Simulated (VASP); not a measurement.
## MgS: single point with PBEsol+D3(BJ)

MgS:

```
Mg S
1.0
     0.00000    2.83312    2.83312
     2.83312    0.00000    2.83312
     2.83312    2.83312    0.00000
Mg S
1 1
Direct
  0.00000 0.00000 0.00000
  0.75000 0.75000 0.75000
```

```
Program             : VASP 6.6.1
Task                : single point
Functional          : PBEsol
Dispersion          : D3(BJ)
Potentials or basis : VASP PAW PBE potentials, release 64 (Mg, S)
Cutoff              : 520 eV
k mesh              : 6 × 6 × 6
Occupations         : gaussian, width 0.01 eV
Spin                : no spin polarisation
```

* Pressure: -2.2 GPa
* Band gap on the k mesh: 3.28 eV, direct
* Dispersion energy per atom: -0.235 eV

Levels at points of the mesh, in eV from the valence-band top:
| k point | band 1 | band 2 | band 3 | band 4 | band 5 | band 6 | band 7 | band 8 |
| --- | --- | --- | --- | --- | --- | --- | --- | --- |
| (0.00, 0.00, 0.00) | -11.26 | 0.00 | 0.00 | 0.00 | 3.28 | 7.87 | 7.87 | 7.87 |
| (0.50, 0.00, 0.00) | -10.57 | -3.18 | -0.33 | -0.33 | 4.99 | 7.54 | 7.54 | 8.41 |
| (0.50, 0.50, 0.00) | -10.35 | -2.85 | -1.05 | -1.05 | 3.71 | 5.54 | 11.01 | 12.14 |

It took 5.1 s on 1 thread of AMD EPYC 9R45 96-Core Processor (Zen 5), on a shared host, peak memory 0.14 GiB.

Caveat: three body term missing; the PAW data sets were made with another functional, which shifts forces and pressure a little. PBEsol gaps usually lie below the measured ones, often by a third to a half.
